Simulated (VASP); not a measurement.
# SiC (P6_3mc) in VASP: single point with r2SCAN

Aim: the single point of SiC with r2SCAN.

Program: VASP 6.6.1. These are calculated values, not measurements. Logs are shortened: lines on timing, memory, paths and dates and some standing lists are left out, and cuts for length are marked.

**1. The cell of the first run**

Symmetry: P6_3mc, No. 186, hexagonal system. Conventional cell: a = 3.076 Å, b = 3.076 Å, c = 10.071 Å, α = 90.00°, β = 90.00°, γ = 120.00°. Si (site symmetry 3m) has 4 C at 1.88 to 1.89 Å within 2.5 Å. Si (site symmetry 3m) has 4 C at 1.88 to 1.89 Å within 2.5 Å. C (site symmetry 3m) has 4 Si at 1.88 to 1.89 Å within 2.5 Å. C (site symmetry 3m) has 4 Si at 1.88 to 1.89 Å within 2.5 Å.

**2. Single point, r2SCAN**

File POSCAR:

```
SiC
1.0
    3.0756941497      0.0000000000      0.0000000000
   -1.5378470748      2.6636292679      0.0000000000
    0.0000000000      0.0000000000     10.0706464800
Si C
4 4
Direct
    0.6666666667      0.3333333333      0.9378419800
    0.3333333333      0.6666666667      0.4378419800
    0.0000000000      0.0000000000      0.6878943800
    0.0000000000      0.0000000000      0.1878943800
    0.6666666667      0.3333333333      0.7498025900
    0.3333333333      0.6666666667      0.2498025900
    0.0000000000      0.0000000000      0.5004600500
    0.0000000000      0.0000000000      0.0004600500
```

File INCAR.step1:

```
ALGO = Normal
EDIFF = 1E-4
ENCUT = 520
GGA = PE
ISMEAR = 0
LASPH = T
LCHARG = F
LREAL = F
LWAVE = T
NBANDS = 26
NELM = 100
PREC = Accurate
SIGMA = 0.05
```

File INCAR.step2:

```
ALGO = Normal
EDIFF = 1E-6
ENCUT = 520
ISIF = 2
ISMEAR = 0
ISTART = 1
LASPH = T
LCHARG = F
LMIXTAU = T
LREAL = F
LWAVE = F
METAGGA = R2SCAN
NBANDS = 26
NELM = 100
PREC = Accurate
SIGMA = 0.05
```

File KPOINTS:

```
k-points
0
Gamma
  12 12 4
```

Potentials or basis: VASP PAW PBE potentials, release 64 (Si, C).

The run is started by

```sh
> cat potpaw_PBE.64/Si/POTCAR potpaw_PBE.64/C/POTCAR > POTCAR
> cp INCAR.step1 INCAR
> mpirun -np 1 vasp_std > vasp.out
> cp INCAR.step2 INCAR
> mpirun -np 1 vasp_std > vasp.out
```

OUTCAR:

```text
EDIFF = 1E-6
   ENCUT = 520
   ISIF = 2
   ISMEAR = 0
   ISTART = 1
   LASPH = T
   LREAL = F
   METAGGA = R2SCAN
   NELM = 100
   PREC = Accurate

 ion  position               nearest neighbor table
   1  0.667  0.333  0.938-   8 1.88   8 1.88   8 1.88   5 1.89   3 3.08   3 3.08   3 3.08   4 3.08
                             4 3.08   4 3.08
   2  0.333  0.667  0.438-   7 1.88   7 1.88   7 1.88   6 1.89   4 3.08   4 3.08   4 3.08   3 3.08
                             3 3.08   3 3.08
   3  0.000  0.000  0.688-   5 1.88   5 1.88   5 1.88   7 1.89   1 3.08   1 3.08   1 3.08   2 3.08
                             2 3.08   2 3.08
   4  0.000  0.000  0.188-   6 1.88   6 1.88   6 1.88   8 1.89   2 3.08   2 3.08   2 3.08   1 3.08
                             1 3.08   1 3.08
   5  0.667  0.333  0.750-   3 1.88   3 1.88   3 1.88   1 1.89
   6  0.333  0.667  0.250-   4 1.88   4 1.88   4 1.88   2 1.89
   7  0.000  0.000  0.500-   2 1.88   2 1.88   2 1.88   3 1.89
   8  0.000  0.000  0.000-   1 1.88   1 1.88   1 1.88   4 1.89

  LATTYP: Found a hexagonal cell.
 ALAT       =     3.0756941497
 C/A-ratio  =     3.2742678530

  Lattice vectors:

 A1 = (   3.0756941497,   0.0000000000,   0.0000000000)
 A2 = (  -1.5378470748,   2.6636292679,   0.0000000000)
 A3 = (   0.0000000000,   0.0000000000,  10.0706464800)

Analysis of symmetry for initial positions (statically):
=====================================================================
 Subroutine PRICEL returns:
 Original cell was already a primitive cell.

 Routine SETGRP: Setting up the symmetry group for a
 hexagonal supercell.

 Subroutine GETGRP returns: Found 12 space group operations
 (whereof  6 operations were pure point group operations)
 out of a pool of 24 trial point group operations.

The static configuration has the point symmetry C_3v.
 The point group associated with its full space group is C_6v.

Analysis of symmetry for dynamics (positions and initial velocities):
=====================================================================
 Subroutine PRICEL returns:
 Original cell was already a primitive cell.

 Routine SETGRP: Setting up the symmetry group for a
 hexagonal supercell.

 Subroutine GETGRP returns: Found 12 space group operations
 (whereof  6 operations were pure point group operations)
 out of a pool of 24 trial point group operations.

The dynamic configuration has the point symmetry C_3v.
 The point group associated with its full space group is C_6v.

 Subroutine INISYM returns: Found 12 space group operations
 (whereof  6 operations are pure point group operations),
 and found     1 'primitive' translations

----------------------------------------------------------------------------------------

                                     Primitive cell

  volume of cell :      82.5039

  direct lattice vectors                    reciprocal lattice vectors
     3.075694150  0.000000000  0.000000000     0.325129857  0.187713811  0.000000000
    -1.537847075  2.663629268  0.000000000     0.000000000  0.375427621  0.000000000
     0.000000000  0.000000000 10.070646480     0.000000000  0.000000000  0.099298491

  length of vectors
     3.075694150  3.075694150 10.070646480     0.375427621  0.375427621  0.099298491

  position of ions in fractional coordinates (direct lattice)
     0.666666667  0.333333333  0.937841980
     0.333333333  0.666666667  0.437841980
     0.000000000  0.000000000  0.687894380
     0.000000000  0.000000000  0.187894380
     0.666666667  0.333333333  0.749802590
     0.333333333  0.666666667  0.249802590
     0.000000000  0.000000000  0.500460050
     0.000000000  0.000000000  0.000460050

  ion indices of the primitive-cell ions
   primitive index   ion index
                 1           1
                 2           2
                 3           3
                 4           4
                 5           5
                 6           6
                 7           7
                 8           8

----------------------------------------------------------------------------------------

 KPOINTS: k-points

Automatic generation of k-mesh.
 Grid dimensions read from file:
 generate k-points for:   12   12    4

 Generating k-lattice:

  Cartesian coordinates                     Fractional coordinates (reciprocal lattice)
     0.027094155  0.015642818  0.000000000     0.083333333  0.000000000  0.000000000
     0.000000000  0.031285635  0.000000000     0.000000000  0.083333333  0.000000000
     0.000000000  0.000000000  0.024824623     0.000000000  0.000000000  0.250000000

  Length of vectors
     0.031285635  0.031285635  0.024824623

  Shift w.r.t. Gamma in fractional coordinates (k-lattice)
     0.000000000  0.000000000  0.000000000

 Subroutine IBZKPT returns following result:
 ===========================================

 Found     57 irreducible k-points:

 Following reciprocal coordinates:
            Coordinates               Weight
  0.000000  0.000000  0.000000      1.000000
  0.083333 -0.000000  0.000000      6.000000
  0.166667 -0.000000  0.000000      6.000000
  0.250000  0.000000  0.000000      6.000000
  0.333333  0.000000  0.000000      6.000000
  0.416667  0.000000  0.000000      6.000000
[... 16 lines left out ...]
  0.250000  0.000000  0.250000     12.000000
  0.333333  0.000000  0.250000     12.000000
 [... further k-points ...]
   k-points           NKPTS =     57   k-points in BZ     NKDIM =     57   number of bands    NBANDS=     26
   number of dos      NEDOS =    301   number of ions     NIONS =      8
   total plane-waves  NPLWV =  46080
   dimension x,y,z NGX =    24 NGY =   24 NGZ =   80
   dimension x,y,z NGXF=    48 NGYF=   48 NGZF=  160
   ions per type =               4   4
   NGX,Y,Z   is equivalent  to a cutoff of  12.97, 12.97, 13.21 a.u.
   NGXF,Y,Z  is equivalent  to a cutoff of  25.94, 25.94, 26.41 a.u.
 SYSTEM =  unknown system
   PREC   = accura    normal or accurate (medium, high low for compatibility)
   ISTART =      1    job   : 0-new  1-cont  2-samecut
   ICHARG =      0    charge: 1-file 2-atom 10-const
   ISPIN  =      1    spin polarized calculation?
   LNONCOLLINEAR =      F non collinear calculations
   LSORBIT =      F    spin-orbit coupling
   LASPH  =      T    aspherical Exc in radial PAW
   ENCUT  =  520.0 eV  38.22 Ry    6.18 a.u.   5.72  5.72 18.72*2*pi/ulx,y,z
   NELM   =    100;   NELMIN=  2; NELMDL=  0     # of ELM steps
   EDIFF  = 0.1E-05   stopping-criterion for ELM
   LREAL  =      F    real-space projection
   EDIFFG = 0.1E-04   stopping-criterion for IOM
   NSW    =      0    number of steps for IOM
   IBRION =     -1    ionic relax: 0-MD 1-quasi-New 2-CG
   NFREE  =      0    steps in history (QN), initial steepest desc. (CG)
   ISIF   =      2    stress and relaxation
   ISYM   =      2    0-nonsym 1-usesym 2-fastsym
   POTIM  = 0.5000    time-step for ionic-motion
   TEBEG  =    0.0;   TEEND  =   0.0 temperature during run
   PSTRESS=    0.0 pullay stress
   NELECT =      32.0000    total number of electrons
   NUPDOWN=      -1.0000    fix difference up-down
   EMIN   =  10.00;   EMAX   =-10.00  energy-range for DOS
   EFERMI =   0.00;   METHOD = LEGACY
   ISMEAR =     0;   SIGMA  =   0.05  broadening in eV -4-tet -1-fermi 0-gaus
   EFERMI_NEDOS =   21; number of points for ismear=-14 and -15
   IALGO  =     38    algorithm
   IMIX   =      4    mixing-type and parameters
     AMIX     =   0.40;   BMIX     =  1.00
     AMIX_MAG =   1.60;   BMIX_MAG =  1.00
  volume/ion in A,a.u.               =      10.31        69.60
  Fermi-wavevector in a.u.,A,eV,Ry     =   1.193897  2.256138 19.393597  1.425389
  Thomas-Fermi vector in A             =   2.329900
   LORBIT       =      0    0 simple, 1 ext, 2 COOP (PROOUT), +10 PAW based schemes
   METAGGA = R2SCAN    functional components
   LHFCALC =     F    Hartree Fock is set to
   AEXX    =    0.0000 exact exchange contribution
   IVDW    =     0    specifies the selected vdW correction
   LEPSILON=     F    determine dielectric tensor
   LRPA    =     F    only Hartree local field effects (RPA)
 non-spin polarized calculation
 Gauss-broadening in eV      SIGMA  =   0.05
  energy-cutoff  :      520.00
  volume of cell :       82.50
 maximum number of plane-waves:      2248
 NGX is ok and might be reduce to    24
   NGX = 11   NGY = 11   NGZ = 37

 number of electron      32.0000000 magnetization

 Free energy of the ion-electron system (eV)
  ---------------------------------------------------
  ext. energy  EPLUGINS =         0.00000000
  ---------------------------------------------------
  free energy    TOTEN  =       -77.30791455 eV

  energy without entropy =      -77.30791455  energy(sigma->0) =      -77.30791455

 E-fermi :   8.3375     XC(G=0): -11.9453

 val. band max:        8.0889139257   @ k =   0.0000   0.0000   0.0000
 cond. band min:      10.6992986315   @ k =   0.5000   0.0000   0.0000
 fundamental gap:      2.6103847058
 Fermi energy:         8.3374649318

 k-point     1 :       0.0000    0.0000    0.0000
  band No.  band energies     occupation
      1      -8.1967      2.00000
      2      -6.9773      2.00000
      3      -6.9388      2.00000
      4      -4.5601      2.00000
      5      -0.8267      2.00000
      6       3.5175      2.00000
[... 18 lines left out ...]
     25      16.0653      0.00000
     26      16.7299      0.00000

 k-point     2 :       0.0833   -0.0000    0.0000
  band No.  band energies     occupation
      1      -8.0715      2.00000
      2      -6.8566      2.00000
      3      -6.8175      2.00000
      4      -4.4557      2.00000
      5      -0.7115      2.00000
      6       3.5539      2.00000
[... 18 lines left out ...]
     25      16.0900      0.00000
[... 608 lines left out ...]
     25      17.6181      0.00000
     26      17.7378      0.00000

 k-point    24 :       0.3333    0.0000    0.2500
  band No.  band energies     occupation
      1      -6.2050      2.00000
      2      -5.6296      2.00000
      3      -4.5717      2.00000
      4      -3.4336      2.00000
      5       0.5531      2.00000
      6       1.0701      2.00000
[... 18 lines left out ...]
     25      17.4292      0.00000
     26      18.0062      0.00000

 [... further k-points ...]

------------------------ aborting loop because EDIFF is reached ----------------------------------------

  FORCE on cell =-STRESS in cart. coord.  units (eV):
  Direction    XX          YY          ZZ          XY          YZ          ZX
  --------------------------------------------------------------------------------------
  -------------------------------------------------------------------------------------
  Total        0.1215324      0.1215324      0.1104017      0.0000000      0.0000000      0.0000000
  in kB        2.3600894      2.3600894      2.1439372      0.0000000      0.0000000      0.0000000
  external PRESSURE =       2.2880387 kB  Pullay stress =       0.0000000 kB

 VOLUME and BASIS-vectors are now :
 -----------------------------------------------------------------------------
  energy-cutoff  :      520.00
  volume of cell :       82.50
      direct lattice vectors                 reciprocal lattice vectors
     3.075694150  0.000000000  0.000000000     0.325129857  0.187713811  0.000000000
    -1.537847075  2.663629268  0.000000000     0.000000000  0.375427621  0.000000000
     0.000000000  0.000000000 10.070646480     0.000000000  0.000000000  0.099298491

 POSITION                                       TOTAL-FORCE (eV/Angst)
 -----------------------------------------------------------------------------------
      1.53785      0.88788      9.44468         0.000000      0.000000     -0.001210
     -0.00000      1.77575      4.40935        -0.000000     -0.000000     -0.001210
      0.00000      0.00000      6.92754        -0.000000     -0.000000     -0.001490
      0.00000      0.00000      1.89222         0.000000      0.000000     -0.001490
      1.53785      0.88788      7.55100        -0.000000      0.000000      0.001156
     -0.00000      1.77575      2.51567         0.000000      0.000000      0.001156
      0.00000      0.00000      5.03996        -0.000000      0.000000      0.001544
      0.00000      0.00000      0.00463         0.000000      0.000000      0.001544
 -----------------------------------------------------------------------------------
    total drift:                                0.000000      0.000000     -0.000672

  FREE ENERGIE OF THE ION-ELECTRON SYSTEM (eV)
  ---------------------------------------------------
  free  energy   TOTEN  =       -77.3079145506 eV

  energy  without entropy=      -77.3079145506  energy(sigma->0) =      -77.30791455
```

Wall time 4.9 min (1 thread of Intel Xeon Platinum 8488C (Sapphire Rapids), shared host); peak memory 0.26 GiB.

Results:

```yaml
Free_energy: -77.3079 eV
Pressure: 0.2 GPa
Band_gap_on_the_k_mesh: 2.61 eV (least direct gap 3.79 eV)
```

Levels at points of the mesh, in eV from the valence-band top:
```
           k point  band 13  band 14  band 15  band 16  band 17  band 18  band 19  band 20
(0.00, 0.00, 0.00)    -0.61    -0.05     0.00     0.00     5.68     6.27     6.91     6.93
(0.50, 0.00, 0.00)    -2.48    -2.33    -1.65    -1.18     2.61     2.77     4.73     5.28
(0.00, 0.00, 0.50)    -0.22    -0.22    -0.22    -0.22     5.90     5.90     7.39     7.39
(0.50, 0.00, 0.50)    -2.58    -2.58    -1.63    -1.63     3.05     3.05     4.70     4.70
```

Caveat: the PAW data sets were made with another functional, which shifts forces and pressure a little.
